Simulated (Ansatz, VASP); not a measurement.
# Sn4SeS3: VASP beside Ansatz

```
Sn Se S
1.0
     6.01822    0.01412    0.01725
    -0.10270    6.01293    0.01582
    -1.47716   -1.52361    5.89540
Sn Se S
4 1 3
Cartesian
  0.5079 0.5533 2.9821
  3.1696 3.5488 2.9199
  3.3962 0.5355 0.0860
  0.1688 3.4213 0.0153
  0.2845 0.2655 0.2650
  3.5058 3.2336 0.3319
  3.2365 0.2382 2.6688
  0.5229 3.2377 2.6212
```

Alike in both runs: task single point; functional LDA; k mesh 6 × 6 × 6; occupations gaussian, width 0.02 eV; no spin polarisation.

|  | VASP | Ansatz |
| --- | --- | --- |
| version | VASP 6.6.1 | Ansatz 0.2.0 |
| potentials or method | VASP PAW LDA potentials, release 64 (Sn_d, Se, S), cutoff 520 eV | scalar-relativistic, plane waves, PAW |
| valence electrons in the cell | 80 | 90 |

Ansatz gave:

| Property | Result |
| --- | --- |
| gap on the k mesh at the Fermi level (eV) | 0.76 |
| least direct gap on the mesh (eV) | 1.01 |
| pressure (GPa) | -4.1 |
| traceless stress, the component that is largest in VASP (GPa) | 0.10 |
| rms of the force components (eV/Å) | 0.113 |

What did VASP give for the same quantities?

gap on the k mesh at the Fermi level (eV): 0.74; least direct gap on the mesh (eV): 1.00; pressure (GPa): -4.1; traceless stress, the component that is largest in VASP (GPa): 0.09; rms of the force components (eV/Å): 0.106.

LDA's correlation is that of Perdew and Zunger in VASP and of Perdew and Wang (1992) in Ansatz. Atom by atom the forces differ by 0.008 eV/Å (rms over components). VASP's potentials hold 80 valence electrons a cell and Ansatz's 90, so a difference there can come from the potentials and not from the codes.
